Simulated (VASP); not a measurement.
# CsZn4Mo (P-6m2) in VASP: further runs

CsZn4Mo is run at these levels: PBE; tasks: single point.

Program: VASP 6.6.1. These are calculated values, not measurements. Logs are shortened: lines on timing, memory, paths and dates and some standing lists are left out, and cuts for length are marked.

### Step 1. The cell of the first run

The structure is hexagonal, space group P-6m2 (No. 187). The conventional cell has a = 5.809 Å, b = 5.809 Å, c = 4.332 Å, α = 90.00°, β = 90.00°, γ = 120.00°. Within 4.4 Å of Cs (site symmetry -6m2) lie 15 Zn at 3.35 to 3.62 Å and 3 Mo at 3.35 Å and 2 Cs at 4.33 Å. Zn (site symmetry -6m2) has 6 Zn at 2.72 Å and 3 Cs at 3.35 Å and 3 Mo at 3.35 Å within 3.6 Å. Zn (site symmetry mm2) has 6 Zn at 2.72 to 2.96 Å and 2 Mo at 2.76 Å and 4 Cs at 3.62 Å within 3.7 Å. Within 3.6 Å of Mo (site symmetry -6m2) lie 9 Zn at 2.76 to 3.35 Å and 3 Cs at 3.35 Å.

The cell was generated, and may not be a known phase.

### Step 2. Single point, PBE

Input file INCAR:

```
SYSTEM = CsZn4Mo
ALGO     = Normal         ! electronic algorithm
EDIFF    = 1E-6           ! SCF threshold, eV
ENCUT    = 520            ! plane-wave cutoff, eV
GGA      = PE             ! functional
ISIF     = 2              ! what is computed and relaxed
ISMEAR   = 0              ! smearing method
LASPH    = .True.         ! aspherical terms in the spheres
LCHARG   = .False.        ! write CHGCAR
LREAL    = .False.        ! projectors in reciprocal space
LWAVE    = .False.        ! write WAVECAR
NBANDS   = 44             ! bands
NELM     = 100            ! most SCF steps
PREC     = Accurate       ! precision mode
SIGMA    = 0.1            ! smearing width, eV
```

Input file KPOINTS:

```
k-points
0
Gamma
  3 3 4
  0 0 0
```

Input file POSCAR:

```
CsZn4Mo
1.0
    5.8093579400      0.0000000000      0.0000000000
   -2.9046789700      5.0310515600      0.0000000000
    0.0000000000      0.0000000000      4.3320099100
Cs Zn Mo
1 4 1
Direct
    0.0000000000      0.0000000000      0.0000000000
    0.6666666700      0.3333333300      0.0000000000
    0.9935383200      0.4967691600      0.5000000000
    0.5032308400      0.4967691600      0.5000000000
    0.5032308400      0.0064616800      0.5000000000
    0.3333333300      0.6666666700      0.0000000000
```

Potentials or basis: VASP PAW PBE potentials, release 64 (Cs_sv, Zn, Mo_sv).

The run is started by

```
$ cat potpaw_PBE.64/Cs_sv/POTCAR potpaw_PBE.64/Zn/POTCAR potpaw_PBE.64/Mo_sv/POTCAR > POTCAR
$ mpirun -np 1 vasp_std > vasp.out
```

OUTCAR:

```text
SYSTEM = CsZn4Mo
   EDIFF = 1E-6
   ENCUT = 520
   GGA = PE
   ISIF = 2
   ISMEAR = 0
   LASPH = .True.
   LREAL = .False.
   NELM = 100
   PREC = Accurate

 ion  position               nearest neighbor table
   1  0.000  0.000  0.000-
   2  0.667  0.333  0.000-   3 2.72   3 2.72   5 2.72   5 2.72   4 2.72   4 2.72
   3  0.994  0.497  0.500-   2 2.72   2 2.72   6 2.76   6 2.76   4 2.85   5 2.85   4 2.96   5 2.96

   4  0.503  0.497  0.500-   2 2.72   2 2.72   6 2.76   6 2.76   3 2.85   5 2.85   3 2.96   5 2.96

   5  0.503  0.006  0.500-   2 2.72   2 2.72   6 2.76   6 2.76   4 2.85   3 2.85   4 2.96   3 2.96

   6  0.333  0.667  0.000-   3 2.76   3 2.76   5 2.76   5 2.76   4 2.76   4 2.76

  LATTYP: Found a hexagonal cell.
 ALAT       =     5.8093579400
 C/A-ratio  =     0.7456951275

  Lattice vectors:

 A1 = (   5.8093579400,   0.0000000000,   0.0000000000)
 A2 = (  -2.9046789700,   5.0310515600,   0.0000000000)
 A3 = (   0.0000000000,   0.0000000000,   4.3320099100)

Analysis of symmetry for initial positions (statically):
=====================================================================
 Subroutine PRICEL returns:
 Original cell was already a primitive cell.

 Routine SETGRP: Setting up the symmetry group for a
 hexagonal supercell.

 Subroutine GETGRP returns: Found 12 space group operations
 (whereof 12 operations were pure point group operations)
 out of a pool of 24 trial point group operations.

The static configuration has the point symmetry D_3h.

Analysis of symmetry for dynamics (positions and initial velocities):
=====================================================================
 Subroutine PRICEL returns:
 Original cell was already a primitive cell.

 Routine SETGRP: Setting up the symmetry group for a
 hexagonal supercell.

 Subroutine GETGRP returns: Found 12 space group operations
 (whereof 12 operations were pure point group operations)
 out of a pool of 24 trial point group operations.

The dynamic configuration has the point symmetry D_3h.

 Subroutine INISYM returns: Found 12 space group operations
 (whereof 12 operations are pure point group operations),
 and found     1 'primitive' translations

----------------------------------------------------------------------------------------

                                     Primitive cell

  volume of cell :     126.6124

  direct lattice vectors                    reciprocal lattice vectors
     5.809357940  0.000000000  0.000000000     0.172136062  0.099382802  0.000000000
    -2.904678970  5.031051560  0.000000000     0.000000000  0.198765604  0.000000000
     0.000000000  0.000000000  4.332009910     0.000000000  0.000000000  0.230839730

  length of vectors
     5.809357940  5.809357944  4.332009910     0.198765604  0.198765604  0.230839730

  position of ions in fractional coordinates (direct lattice)
     0.000000000  0.000000000  0.000000000
     0.666666670  0.333333330  0.000000000
     0.993538320  0.496769160  0.500000000
     0.503230840  0.496769160  0.500000000
     0.503230840  0.006461680  0.500000000
     0.333333330  0.666666670  0.000000000

  ion indices of the primitive-cell ions
   primitive index   ion index
                 1           1
                 2           2
                 3           3
                 4           4
                 5           5
                 6           6

----------------------------------------------------------------------------------------

 KPOINTS: k-points

Automatic generation of k-mesh.
 Grid dimensions read from file:
 generate k-points for:    3    3    4

 Generating k-lattice:

  Cartesian coordinates                     Fractional coordinates (reciprocal lattice)
     0.057378687  0.033127601  0.000000000     0.333333333  0.000000000  0.000000000
     0.000000000  0.066255201  0.000000000     0.000000000  0.333333333  0.000000000
     0.000000000  0.000000000  0.057709933     0.000000000  0.000000000  0.250000000

  Length of vectors
     0.066255201  0.066255201  0.057709933

  Shift w.r.t. Gamma in fractional coordinates (k-lattice)
     0.000000000  0.000000000  0.000000000

 Subroutine IBZKPT returns following result:
 ===========================================

 Found      9 irreducible k-points:

 Following reciprocal coordinates:
            Coordinates               Weight
  0.000000  0.000000  0.000000      1.000000
  0.333333  0.000000  0.000000      6.000000
  0.333333  0.333333  0.000000      2.000000
  0.000000  0.000000  0.250000      2.000000
  0.333333  0.000000  0.250000     12.000000
  0.333333  0.333333  0.250000      4.000000
  0.000000  0.000000  0.500000      1.000000
  0.333333  0.000000  0.500000      6.000000
  0.333333  0.333333  0.500000      2.000000
   k-points           NKPTS =      9   k-points in BZ     NKDIM =      9   number of bands    NBANDS=     44
   number of dos      NEDOS =    301   number of ions     NIONS =      6
   total plane-waves  NPLWV =  73728
   dimension x,y,z NGX =    48 NGY =   48 NGZ =   32
   dimension x,y,z NGXF=    96 NGYF=   96 NGZF=   64
   ions per type =               1   4   1
   NGX,Y,Z   is equivalent  to a cutoff of  13.74, 13.74, 12.28 a.u.
   NGXF,Y,Z  is equivalent  to a cutoff of  27.47, 27.47, 24.56 a.u.
 SYSTEM =  CsZn4Mo
   PREC   = accura    normal or accurate (medium, high low for compatibility)
   ISTART =      0    job   : 0-new  1-cont  2-samecut
   ICHARG =      2    charge: 1-file 2-atom 10-const
   ISPIN  =      1    spin polarized calculation?
   LNONCOLLINEAR =      F non collinear calculations
   LSORBIT =      F    spin-orbit coupling
   LASPH  =      T    aspherical Exc in radial PAW
   ENCUT  =  520.0 eV  38.22 Ry    6.18 a.u.  10.80 10.80  8.05*2*pi/ulx,y,z
   NELM   =    100;   NELMIN=  2; NELMDL= -5     # of ELM steps
   EDIFF  = 0.1E-05   stopping-criterion for ELM
   LREAL  =      F    real-space projection
   EDIFFG = 0.1E-04   stopping-criterion for IOM
   NSW    =      0    number of steps for IOM
   IBRION =     -1    ionic relax: 0-MD 1-quasi-New 2-CG
   NFREE  =      0    steps in history (QN), initial steepest desc. (CG)
   ISIF   =      2    stress and relaxation
   ISYM   =      2    0-nonsym 1-usesym 2-fastsym
   POTIM  = 0.5000    time-step for ionic-motion
   TEBEG  =    0.0;   TEEND  =   0.0 temperature during run
   PSTRESS=    0.0 pullay stress
   NELECT =      71.0000    total number of electrons
   NUPDOWN=      -1.0000    fix difference up-down
   EMIN   =  10.00;   EMAX   =-10.00  energy-range for DOS
   EFERMI =   0.00;   METHOD = LEGACY
   ISMEAR =     0;   SIGMA  =   0.10  broadening in eV -4-tet -1-fermi 0-gaus
   EFERMI_NEDOS =   21; number of points for ismear=-14 and -15
   IALGO  =     38    algorithm
   IMIX   =      4    mixing-type and parameters
     AMIX     =   0.40;   BMIX     =  1.00
     AMIX_MAG =   1.60;   BMIX_MAG =  1.00
  volume/ion in A,a.u.               =      21.10       142.40
  Fermi-wavevector in a.u.,A,eV,Ry     =   1.350005  2.551140 24.796815  1.822515
  Thomas-Fermi vector in A             =   2.477546
   LORBIT       =      0    0 simple, 1 ext, 2 COOP (PROOUT), +10 PAW based schemes
   GGA     = PE    functional components
   LHFCALC =     F    Hartree Fock is set to
   AEXX    =    0.0000 exact exchange contribution
   IVDW    =     0    specifies the selected vdW correction
   LEPSILON=     F    determine dielectric tensor
   LRPA    =     F    only Hartree local field effects (RPA)
 non-spin polarized calculation
 Gauss-broadening in eV      SIGMA  =   0.10
  energy-cutoff  :      520.00
  volume of cell :      126.61
 maximum number of plane-waves:      3432
 NGX is ok and might be reduce to    48
   NGX = 21   NGY = 21   NGZ = 17

 number of electron      71.0000021 magnetization

 Free energy of the ion-electron system (eV)
  ---------------------------------------------------
  ext. energy  EPLUGINS =         0.00000000
  ---------------------------------------------------
  free energy    TOTEN  =       -13.37924573 eV

  energy without entropy =      -13.35422032  energy(sigma->0) =      -13.36673303

 E-fermi :   3.6651     XC(G=0): -10.5277

 val. band max:        3.5416709149   @ k =   0.3333   0.0000   0.0000
 cond. band min:       3.6861238390   @ k =   0.3333   0.0000   0.2500
 fundamental gap:      0.1444529241
 Fermi energy:         3.6651168507

 k-point     1 :       0.0000    0.0000    0.0000
  band No.  band energies     occupation
      1     -57.1150      2.00000
      2     -31.2130      2.00000
      3     -31.2117      2.00000
      4     -31.2117      2.00000
      5     -18.2514      2.00000
      6      -5.5315      2.00000
[... 36 lines left out ...]
     43       8.8623      0.00000
     44       8.8623      0.00000

 k-point     2 :       0.3333    0.0000    0.0000
  band No.  band energies     occupation
      1     -57.1149      2.00000
      2     -31.2130      2.00000
      3     -31.2120      2.00000
      4     -31.2117      2.00000
      5     -18.2444      2.00000
      6      -5.9298      2.00000
[... 36 lines left out ...]
     43       7.6876      0.00000
     44       8.9758      0.00000

 k-point     3 :       0.3333    0.3333    0.0000
  band No.  band energies     occupation
      1     -57.1149      2.00000
      2     -31.2130      2.00000
      3     -31.2120      2.00000
      4     -31.2118      2.00000
      5     -18.2409      2.00000
      6      -5.8595      2.00000
[... 36 lines left out ...]
     43       8.5325      0.00000
     44       9.2500      0.00000

 k-point     4 :       0.0000    0.0000    0.2500
  band No.  band energies     occupation
      1     -57.1149      2.00000
      2     -31.2169      2.00000
      3     -31.2113      2.00000
      4     -31.2113      2.00000
      5     -18.2269      2.00000
      6      -5.5355      2.00000
[... 36 lines left out ...]
     43       7.5525      0.00000
     44       7.5525      0.00000

 k-point     5 :       0.3333    0.0000    0.2500
  band No.  band energies     occupation
      1     -57.1148      2.00000
      2     -31.2169      2.00000
      3     -31.2116      2.00000
      4     -31.2113      2.00000
      5     -18.2207      2.00000
      6      -5.7805      2.00000
[... 36 lines left out ...]
     43       8.0137      0.00000
     44       8.6052      0.00000

 k-point     6 :       0.3333    0.3333    0.2500
  band No.  band energies     occupation
      1     -57.1149      2.00000
      2     -31.2169      2.00000
      3     -31.2116      2.00000
      4     -31.2114      2.00000
      5     -18.2177      2.00000
      6      -5.7095      2.00000
[... 36 lines left out ...]
     43       8.4224      0.00000
     44       8.9822      0.00000

 k-point     7 :       0.0000    0.0000    0.5000
  band No.  band energies     occupation
      1     -57.1147      2.00000
      2     -31.2209      2.00000
      3     -31.2109      2.00000
      4     -31.2109      2.00000
      5     -18.2022      2.00000
      6      -5.9141      2.00000
[... 36 lines left out ...]
     43       6.8844      0.00000
     44      10.2560      0.00000

 k-point     8 :       0.3333    0.0000    0.5000
  band No.  band energies     occupation
      1     -57.1148      2.00000
      2     -31.2209      2.00000
      3     -31.2112      2.00000
      4     -31.2110      2.00000
      5     -18.1968      2.00000
      6      -5.8007      2.00000
[... 36 lines left out ...]
     43       8.1424      0.00000
     44       8.6889      0.00000

 k-point     9 :       0.3333    0.3333    0.5000
  band No.  band energies     occupation
      1     -57.1148      2.00000
      2     -31.2209      2.00000
      3     -31.2112      2.00000
      4     -31.2111      2.00000
      5     -18.1941      2.00000
      6      -5.7417      2.00000
[... 36 lines left out ...]
     43       7.9615      0.00000
     44       8.7948      0.00000

------------------------ aborting loop because EDIFF is reached ----------------------------------------

  FORCE on cell =-STRESS in cart. coord.  units (eV):
  Direction    XX          YY          ZZ          XY          YZ          ZX
  --------------------------------------------------------------------------------------
  -------------------------------------------------------------------------------------
  Total        0.6761317      0.6761317     -5.0536851      0.0000000      0.0000000      0.0000000
  in kB        8.5558965      8.5558966    -63.9502741      0.0000000      0.0000000      0.0000000
  external PRESSURE =     -15.6128270 kB  Pullay stress =       0.0000000 kB

 VOLUME and BASIS-vectors are now :
 -----------------------------------------------------------------------------
  energy-cutoff  :      520.00
  volume of cell :      126.61
      direct lattice vectors                 reciprocal lattice vectors
     5.809357940  0.000000000  0.000000000     0.172136062  0.099382802  0.000000000
    -2.904678970  5.031051560  0.000000000     0.000000000  0.198765604  0.000000000
     0.000000000  0.000000000  4.332009910     0.000000000  0.000000000  0.230839730

 POSITION                                       TOTAL-FORCE (eV/Angst)
 -----------------------------------------------------------------------------------
      0.00000      0.00000      0.00000         0.000000     -0.000000     -0.000000
      2.90468      1.67702      0.00000         0.000000     -0.000000     -0.000000
      4.32886      2.49927      2.16600         0.255593      0.147567     -0.000000
      1.48049      2.49927      2.16600        -0.255593      0.147567     -0.000000
      2.90468      0.03251      2.16600        -0.000000     -0.295134      0.000000
     -0.00000      3.35403      0.00000         0.000000      0.000000     -0.000000
 -----------------------------------------------------------------------------------
    total drift:                                0.000063     -0.000036     -0.000000

  FREE ENERGIE OF THE ION-ELECTRON SYSTEM (eV)
  ---------------------------------------------------
  free  energy   TOTEN  =       -13.3792457264 eV

  energy  without entropy=      -13.3542203239  energy(sigma->0) =      -13.36673303
```

It took 81 s on 1 thread of Oxide Virtual Turin-like, shared host; peak memory 0.23 GiB.

Results:

```yaml
Free_energy: -13.3792 eV
Pressure: -1.6 GPa
Largest_force: 0.295 eV/Å
Band_gap_on_the_k_mesh: zero (an odd number of electrons rules out a gap without spin polarisation)
```

Forces on the atoms (eV/Å):
```
Cs   0.000  0.000  0.000
Zn   0.000  0.000  0.000
Zn   0.256  0.148  0.000
Zn  -0.256  0.148  0.000
Zn   0.000 -0.295  0.000
Mo   0.000  0.000  0.000
```

Stress tensor (GPa, compression positive):
```
 0.86  0.00  0.00
 0.00  0.86  0.00
 0.00  0.00 -6.40
```

Levels at points of the mesh, in eV from the Fermi level:
| k point | band 31 | band 32 | band 33 | band 34 | band 35 | band 36 | band 37 | band 38 | band 39 | band 40 |
| --- | --- | --- | --- | --- | --- | --- | --- | --- | --- | --- |
| (0.00, 0.00, 0.00) | -2.53 | -2.53 | -0.69 | -0.69 | 0.13 | 0.13 | 0.23 | 0.35 | 1.46 | 1.54 |
| (0.00, 0.00, 0.50) | -2.45 | -2.45 | -1.52 | -1.16 | -1.16 | -0.24 | -0.24 | 0.08 | 1.03 | 1.03 |

Caveat: the k points lie up to 0.42 Å⁻¹ apart, too coarse for converged energies and pressures of a metal; spin-orbit coupling is left out, which moves the levels of the heavy elements.

### Step 3. Single point, PBE, collinear spin

Input file INCAR:

```
SYSTEM = CsZn4Mo
  ALGO = Normal
  EDIFF = 1E-6
  ENCUT = 520
  GGA = PE
  ISIF = 2
  ISMEAR = 0
  ISPIN = 2
  LASPH = .TRUE.
  LCHARG = .TRUE.
  LELF = .TRUE.
  LMAXMIX = 4
  LORBIT = 11
  LREAL = .FALSE.
  LVHAR = .TRUE.
  LWAVE = .FALSE.
  MAGMOM = 0 0 0 0 0 1
  NBANDS = 48
  NELM = 150
  PREC = Accurate
  SIGMA = 0.1
```

Input file KPOINTS:

```
k-points
0
G
  3 3 4
  0 0 0
```

POSCAR is that of step 2.

Potentials or basis: VASP PAW PBE potentials, release 64 (Cs_sv, Zn, Mo_sv).

The run is started by

```
$ cat potpaw_PBE.64/Cs_sv/POTCAR potpaw_PBE.64/Zn/POTCAR potpaw_PBE.64/Mo_sv/POTCAR > POTCAR
$ mpirun -np 1 vasp_std > vasp.out
```

Wall time 3.4 min (1 thread of Oxide Virtual Turin-like, shared host); peak memory 0.32 GiB.

The run converged. Its results:

* Free energy: -13.4067 eV
* Pressure: -1.1 GPa
* Largest force: 0.378 eV/Å
* Band gap on the k mesh: zero (filled and empty bands overlap)
* Net moment: 1.03 μB per cell
* Site moments: Cs +0.02; Zn -0.04, -0.01 (each value once); Mo +1.06 μB
* Valence electrons inside the program's atomic spheres: Cs 6.61; Zn 10.70, 10.75 (each value once); Mo 12.26

Forces on the atoms (eV/Å):
```
Cs   0.000  0.000  0.000
Zn   0.000  0.000  0.000
Zn   0.327  0.189  0.000
Zn  -0.327  0.189  0.000
Zn   0.000 -0.378  0.000
Mo   0.000  0.000  0.000
```

Stress tensor (GPa, compression positive):
```
 0.80  0.00  0.00
 0.00  0.80  0.00
 0.00  0.00 -4.96
```

Levels at points of the mesh, in eV from the Fermi level:
Spin up:
```csv
k point,band 32,band 33,band 34,band 35,band 36,band 37,band 38,band 39,band 40,band 41
"(0.00, 0.00, 0.00)",-2.48,-0.76,-0.76,-0.07,-0.07,0.06,0.46,1.49,1.53,1.53
"(0.00, 0.00, 0.50)",-2.44,-1.40,-1.23,-1.23,-0.16,-0.15,-0.15,0.84,0.84,1.90
```
Spin down:
| k point | band 31 | band 32 | band 33 | band 34 | band 35 | band 36 | band 37 | band 38 | band 39 | band 40 |
| --- | --- | --- | --- | --- | --- | --- | --- | --- | --- | --- |
| (0.00, 0.00, 0.00) | -2.43 | -2.43 | -0.31 | -0.31 | 0.43 | 0.47 | 0.47 | 0.61 | 1.71 | 1.78 |
| (0.00, 0.00, 0.50) | -2.21 | -2.21 | -1.39 | -0.95 | -0.95 | -0.20 | -0.20 | 0.78 | 1.45 | 1.45 |

Caveat: the k points lie up to 0.42 Å⁻¹ apart, too coarse for converged energies and pressures of a metal; spin-orbit coupling is left out, which moves the levels of the heavy elements.

The gap in the log of VASP goes by the Fermi energy; the results here count the filled bands.